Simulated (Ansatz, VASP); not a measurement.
ScCu in VASP and in Ansatz

INCAR

```
ALGO = Normal
EDIFF = 1E-8
ENCUT = 520
GGA = CA
ISIF = 2
ISMEAR = -1
LASPH = T
LCHARG = F
LEFG = T
LREAL = F
LWAVE = F
NBANDS = 18
NELM = 80
PREC = Accurate
SIGMA = 0.05
```

Contents of KPOINTS:

```
k-points
0
Gamma
  11 11 11
```

POSCAR

```
ScCu
1.0
    3.2341469926      0.0000000000      0.0000000000
    0.0000000000      3.2341469926      0.0000000000
    0.0000000000      0.0000000000      3.2341469926
Sc Cu
1 1
Direct
    0.5000000000      0.5000000000      0.5000000000
    0.0000000000      0.0000000000      0.0000000000
```

Input for Ansatz:

```yaml
crystal:
  lattice:
    - [3.2341469926, 0.0, 0.0]
    - [0.0, 3.2341469926, 0.0]
    - [0.0, 0.0, 3.2341469926]
  atoms:
    - { symbol: Sc, position: [0.5, 0.5, 0.5] }
    - { symbol: Cu, position: [0.0, 0.0, 0.0] }
kpoints:
  mp_grid: { grid: [11, 11, 11] }
scf:
  occupations: { method: fermi_dirac, width: 0.05 }
hamiltonian:
  xc: lda
  pseudopotentials: { kind: all_electron, datasets: crystal }
output:
  forces: true
  stress: true
  eigenvalues: true
  efg: { contact_densities: true }
```

Change from the starting cell: volume scaled by 0.98, crystal datasets.

Alike in both runs: task electric field gradients; functional LDA; k mesh 11 × 11 × 11; occupations fermi-dirac, width 0.05 eV; no spin polarisation.

|  | VASP | Ansatz |
| --- | --- | --- |
| version | VASP 6.6.1 | Ansatz 0.2.0 |
| potentials or method | VASP PAW LDA potentials, release 64 (Sc_sv, Cu), cutoff 520 eV | all-electron PAW with datasets made for the crystal, scalar-relativistic |

|  | VASP | Ansatz | Ansatz less VASP |
| --- | --- | --- | --- |
| pressure (GPa) | -5.6 | -6.0 | -0.48 |

LDA's correlation is that of Perdew and Zunger in VASP and of Perdew and Wang (1992) in Ansatz. Ansatz ran all-electron here, and VASP with PAW potentials.
